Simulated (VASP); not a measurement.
SnSe:

```
Sn Se
1.0
    11.42000    0.00000    0.00000
     0.00000    4.19000    0.00000
     0.00000    0.00000    4.46000
Sn Se
4 4
Cartesian
  10.0153 3.1425 4.0541
  7.1147 1.0475 1.8241
  4.3053 3.1425 2.6359
  1.4047 1.0475 0.4059
  7.3431 3.1425 4.3886
  9.7869 1.0475 2.1586
  1.6331 3.1425 2.3014
  4.0769 1.0475 0.0714
```

Base run:

| Item | Value |
| --- | --- |
| Program | VASP 6.6.1 |
| Functional | PBEsol |
| Potentials or basis | VASP PAW PBE potentials, release 64 (Sn_d, Se) |
| Cutoff | 520 eV |
| k mesh | 3 × 6 × 6 |
| Occupations | fermi-dirac, width 0.05 eV |
| Spin | no spin polarisation |

Its results: band gap on the k mesh 0.48 eV, indirect (least direct gap 0.66 eV); pressure -0.5 GPa; largest force 0.250 eV/Å.

Q: The run is repeated on the same cell with these changes: functional from PBEsol to BLYP. What comes out?

A: Band gap on the k mesh 0.65 eV, indirect (least direct gap 0.83 eV); pressure 6.7 GPa; largest force 0.389 eV/Å.

BLYP binds less tightly than PBEsol, so the same cell stands under more pressure.

Caveats: the PAW data sets were made with another functional, which shifts forces and pressure a little; spin-orbit coupling is left out, which moves the levels of the heavy elements.

A k mesh can miss the band edges.
